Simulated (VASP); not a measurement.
Set up this calculation in VASP 6.6.1, as the native input.

```yaml
Task: single point
Functional: PBE
Potentials_or_basis: VASP PAW PBE potentials, release 64 (Ca_sv, Se)
Cutoff: 520 eV
k_mesh: 6 × 6 × 6
Occupations: gaussian, width 0.05 eV
Spin: no spin polarisation
Dipole_correction: no
Further_INCAR_settings: ALGO = Normal; EDIFF = 1e-07; NBANDS = 15
```

The structure of CaSe lies in POSCAR:

```
CaSe
1.0
    0.0000000000      3.3000000000      3.1680000000
    3.3000000000      0.0000000000      3.1680000000
    3.3000000000      3.3000000000      0.0000000000
Ca Se
1 1
Direct
    0.0000000000      0.0000000000      0.0000000000
    0.7500000000      0.7500000000      0.7500000000
```

This cell differs from its parent crystal: strain +0.000 along x and y, -0.040 along z.

These files were run (other wordings do the same):

INCAR

```
ALGO = Normal ; EDIFF = 1E-7
ENCUT = 520 ; GGA = PE
ISIF = 2 ; ISMEAR = 0
LASPH = True ; LCHARG = False
LREAL = False ; LWAVE = False
NBANDS = 15 ; NELM = 60
PREC = Accurate ; SIGMA = 0.05
```

KPOINTS

```
k-points
0
Gamma
  6 6 6
```

Potentials or basis: VASP PAW PBE potentials, release 64 (Ca_sv, Se).

The run is started by

```console
$ cat potpaw_PBE.64/Ca_sv/POTCAR potpaw_PBE.64/Se/POTCAR > POTCAR
$ mpirun -np 1 vasp_std > vasp.out
```

It gave:

| Item | Value |
| --- | --- |
| Pressure | 1.3 GPa |
| Band gap on the k mesh | 3.23 eV (least direct gap 3.34 eV) |

Caveat: the cell differs from its parent crystal (strain +0.000 along x and y, -0.040 along z).

Wall time 52 s on 1 thread of Intel Xeon 8259CL, with other jobs on the host, peak memory 0.22 GiB.
